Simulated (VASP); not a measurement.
Set up this calculation in VASP 6.6.1, as the native input.

| Item | Value |
| --- | --- |
| Task | single point |
| Functional | PBE |
| Dispersion | D3(BJ) |
| Potentials or basis | VASP PAW PBE potentials, release 64 (Li_sv, F) |
| Cutoff | 520 eV |
| k mesh | 10 × 10 × 10 |
| Occupations | gaussian, width 0.02 eV |
| Spin | no spin polarisation |
| Dipole correction | no |
| Further INCAR settings | ALGO = Normal; EDIFF = 1e-07; NBANDS = 12 |

The structure of LiF lies in POSCAR:

```
LiF
1.0
    0.0000000000      2.0003192969      2.0003192969
    2.0003192969      0.0000000000      2.0003192969
    2.0003192969      2.0003192969      0.0000000000
Li F
1 1
Direct
    0.0000000000      0.0000000000      0.0000000000
    0.5000000000      0.5000000000      0.5000000000
```

These files were run (other wordings do the same):

INCAR

```
SYSTEM = LiF
ALGO     = Normal         ! electronic algorithm
EDIFF    = 1E-7           ! SCF threshold, eV
ENCUT    = 520            ! plane-wave cutoff, eV
GGA      = PE             ! functional
ISIF     = 2              ! what is computed and relaxed
ISMEAR   = 0              ! smearing method
IVDW     = 12             ! dispersion correction
LASPH    = .True.         ! aspherical terms in the spheres
LCHARG   = .False.        ! write CHGCAR
LREAL    = .False.        ! projectors in reciprocal space
LWAVE    = .False.        ! write WAVECAR
NBANDS   = 12             ! bands
NELM     = 60             ! most SCF steps
PREC     = Accurate       ! precision mode
SIGMA    = 0.02           ! smearing width, eV
```

KPOINTS

```
k-points
0
Gamma
  10 10 10
  0 0 0
```

Potentials or basis: VASP PAW PBE potentials, release 64 (Li_sv, F).

Run with:

```sh
$ cat potpaw_PBE.64/Li_sv/POTCAR potpaw_PBE.64/F/POTCAR > POTCAR
$ mpirun -np 1 vasp_std > vasp.out
```

Results of the run:

| Property | Result |
| --- | --- |
| Band gap on the k mesh | 9.28 eV, direct |
| Dispersion energy per atom | -0.182 eV |

Wall time 3.7 s on 1 thread of Intel(R) Xeon(R) 6975P-C (Granite Rapids), on a shared host, peak memory 0.14 GiB.
